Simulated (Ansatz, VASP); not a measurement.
**ZrH4: VASP beside Ansatz**

```
Zr H
1.0
     3.87970    0.00000   -0.00260
     0.00000    3.44457    0.00000
    -1.93598    0.00000    5.56274
Zr H
2 8
Direct
  0.14407 0.25000 0.78825
  0.85593 0.75000 0.21175
  0.59002 0.25000 0.68029
  0.95565 0.25000 0.41384
  0.45027 0.75000 0.89575
  0.94495 0.75000 0.89557
  0.05505 0.25000 0.10443
  0.54973 0.25000 0.10425
  0.04435 0.75000 0.58616
  0.40998 0.75000 0.31971
```

Alike in both runs: functional PBE; k mesh 8 × 10 × 6; occupations gaussian, width 0.1 eV; no spin polarisation.

Ansatz relaxed the structure, and its values are those at the end. VASP's run is a single point on that final structure, the one shown.

```csv
,VASP,Ansatz
version,VASP 6.6.1,Ansatz 0.2.0
potentials or method,"VASP PAW PBE potentials, release 64 (Zr_sv, H), cutoff 520 eV","scalar-relativistic, plane waves, PAW"
valence electrons in the cell,32,32
```

```tsv
	VASP	Ansatz	Ansatz less VASP
gap on the k mesh at the Fermi level (eV)	none	none	-
pressure (GPa)	-0.1	0.0	+0.10
```

A gap of «none» marks a metal or a gap that the smearing closes.
